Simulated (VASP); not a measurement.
Write the native input for VASP 6.6.1 that does the following.

```
Task                   : single point
Functional             : PBE
Potentials or basis    : VASP PAW PBE potentials, release 64 (Zn, S)
Cutoff                 : 520 eV
k mesh                 : 4 × 2 × 2
Occupations            : gaussian, width 0.1 eV
Spin                   : no spin polarisation
Dipole correction      : no
Further INCAR settings : ALGO = Normal; EDIFF = 1e-06; NBANDS = 46
```

The structure of ZnS lies in POSCAR:

```
ZnS
1.0
   -0.0001595414      0.0000300186      3.8666320389
    6.6199942842     -0.0000985290     -0.0006209461
   -0.0000542541      6.6291232126      0.0001307140
Zn S
4 4
Direct
    0.0000410443      0.6746752163      0.6757387674
    0.5000113944      0.1746821287      0.8242593800
    0.4999710730      0.8253168849      0.1757423459
   -0.0000273884      0.3253256311      0.3242582215
    0.5000654951      0.8134948632      0.8149442545
    0.4999498772      0.1865008569      0.1850598949
   -0.0000637801      0.6865138762      0.3149465944
    0.0000522845      0.3134905428      0.6850505412
```

The input as run:

INCAR

```
ALGO = Normal
EDIFF = 1E-6
ENCUT = 520
GGA = PE
ISIF = 2
ISMEAR = 0
LASPH = True
LCHARG = False
LREAL = False
LWAVE = False
NBANDS = 46
NELM = 80
PREC = Accurate
SIGMA = 0.1
```

KPOINTS

```
k-points
0
Gamma
  4 2 2
```

Potentials or basis: VASP PAW PBE potentials, release 64 (Zn, S).

Run with:

```console
$ cat potpaw_PBE.64/Zn/POTCAR potpaw_PBE.64/S/POTCAR > POTCAR
$ mpirun -np 1 vasp_std > vasp.out
```

Results of the run:

The pressure is 0.1 GPa and the largest force is 0.003 eV/Å. The band gap on the k mesh is 2.17 eV, direct.

Caveat: the k points lie up to 0.47 Å⁻¹ apart.

It took 56 s on 1 thread of Intel(R) Xeon(R) 6975P-C (Granite Rapids) (shared host), peak memory 0.28 GiB.
